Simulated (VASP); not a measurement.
Wanted: the native input for a VASP 6.6.1 run.

```
Task                   : single point
Functional             : LDA
Potentials or basis    : VASP PAW LDA potentials, release 64 (Ti_sv, Al)
Cutoff                 : 520 eV
k mesh                 : 16 × 16 × 16
Occupations            : gaussian, width 0.15 eV
Spin                   : no spin polarisation
Dipole correction      : no
Further INCAR settings : ALGO = Fast; EDIFF = 1e-06; NBANDS = 18
```

The structure of TiAl3 lies in POSCAR:

```
TiAl3
1.0
   -1.9369508476      1.9369508476      4.4664149594
    1.9369508476     -1.9369508476      4.4664149594
    1.9369508476      1.9369508476     -4.4664149594
Ti Al
1 3
Direct
    0.0000000000      0.0000000000      0.0000000000
    0.5000000000      0.5000000000      0.0000000000
    0.7500000000      0.2500000000      0.5000000000
    0.2500000000      0.7500000000      0.5000000000
```

These files were run (other wordings do the same):

INCAR

```
PREC = Accurate
ENCUT = 520
EDIFF = 1E-6
ISMEAR = 0
SIGMA = 0.15
LREAL = False
LASPH = True
NELM = 80
ALGO = Fast
ISIF = 2
LWAVE = False
LCHARG = True
LELF = True
LVHAR = True
NBANDS = 18
```

KPOINTS

```
Automatic mesh
0
Gamma
  16 16 16
```

Potentials or basis: VASP PAW LDA potentials, release 64 (Ti_sv, Al).

Run with:

```console
$ cat potpaw_LDA.64/Ti_sv/POTCAR potpaw_LDA.64/Al/POTCAR > POTCAR
$ mpirun -np 1 vasp_std > vasp.out
```

It gave:

* Pressure: -9.3 GPa
* Band gap on the k mesh: zero (an odd number of electrons rules out a gap without spin polarisation)

Caveat: the cell stands under tension.

Run time: 21 min on 1 thread of Intel(R) Xeon(R) Platinum 8259CL CPU @ 2.50GHz (Skylake/Cascade Lake) (shared host), peak memory 0.51 GiB.
